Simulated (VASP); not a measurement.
Input of a VASP 6.6.1 run:

File INCAR:

```
SYSTEM = HfB
PREC = Accurate
ENCUT = 520
EDIFF = 1E-8
ISMEAR = -1
SIGMA = 0.05
LREAL = .FALSE.
LASPH = .TRUE.
NELM = 80
ALGO = Normal
ISIF = 2
LWAVE = .FALSE.
LCHARG = .FALSE.
GGA = CA
LEFG = .TRUE.
NBANDS = 14
```

The input KPOINTS:

```
Automatic mesh
0
G
  15 15 15
  0 0 0
```

POSCAR

```
HfB
1.0
    0.0000000000      2.3403982228      2.3403982228
    2.3403982228      0.0000000000      2.3403982228
    2.3403982228      2.3403982228      0.0000000000
Hf B
1 1
Direct
    0.5000000000      0.5000000000      0.5000000000
    0.0000000000      0.0000000000      0.0000000000
```

Potentials or basis: VASP PAW LDA potentials, release 64 (Hf_pv, B).

Run with:

```console
$ cat potpaw_LDA.64/Hf_pv/POTCAR potpaw_LDA.64/B/POTCAR > POTCAR
$ mpirun -np 1 vasp_std > vasp.out
```

(1) Estimate the pressure.

(2) What does it give for the band gap on the k mesh?

Results:

(1) 10.3 GPa.

(2) zero (an odd number of electrons rules out a gap without spin polarisation).

Caveat: the cell stands under pressure; spin-orbit coupling is left out, which moves the levels of the heavy elements.
